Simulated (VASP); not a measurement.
Write the native input for VASP 6.6.1 that does the following.

* Task: single point
* Functional: LDA
* Potentials or basis: VASP PAW LDA potentials, release 64 (Cu, O)
* Cutoff: 520 eV
* k mesh: 14 × 14 × 14
* Occupations: gaussian, width 0.15 eV
* Spin: no spin polarisation
* Dipole correction: no
* Further INCAR settings: ALGO = Normal; EDIFF = 1e-07; NBANDS = 30

The structure of Cu3O2 lies in POSCAR:

```
Cu3O2
1.0
   -1.9941000000      1.9941000000      3.6842000000
    1.9941000000     -1.9941000000      3.6842000000
    1.9941000000      1.9941000000     -3.6842000000
Cu O
3 2
Direct
    0.2500000000      0.7500000000      0.5000000000
    0.7500000000      0.2500000000      0.5000000000
    0.0000000000      0.0000000000      0.0000000000
    0.0000000000      0.5000000000      0.5000000000
    0.5000000000      0.0000000000      0.5000000000
```

These files were run (other wordings do the same):

INCAR

```
SYSTEM = Cu3O2
PREC = Accurate
ENCUT = 520
EDIFF = 1E-7
ISMEAR = 0
SIGMA = 0.15
LREAL = .FALSE.
LASPH = .TRUE.
NELM = 60
ALGO = Normal
ISIF = 2
LWAVE = .FALSE.
LCHARG = .FALSE.
GGA = CA
NBANDS = 30
```

KPOINTS

```
Automatic mesh
0
G
  14 14 14
  0 0 0
```

Potentials or basis: VASP PAW LDA potentials, release 64 (Cu, O).

Command:

```bash
$ cat potpaw_LDA.64/Cu/POTCAR potpaw_LDA.64/O/POTCAR > POTCAR
$ mpirun -np 1 vasp_std > vasp.out
```

It gave:

```
Pressure               : -9.2 GPa
Band gap on the k mesh : zero (an odd number of electrons rules out a gap without spin polarisation)
```

Caveat: the stress differs along the axes, from -15 to -6 GPa.

It took 4.1 min on 1 thread of Intel(R) Xeon(R) 6975P-C (Granite Rapids) (shared host), peak memory 0.43 GiB.
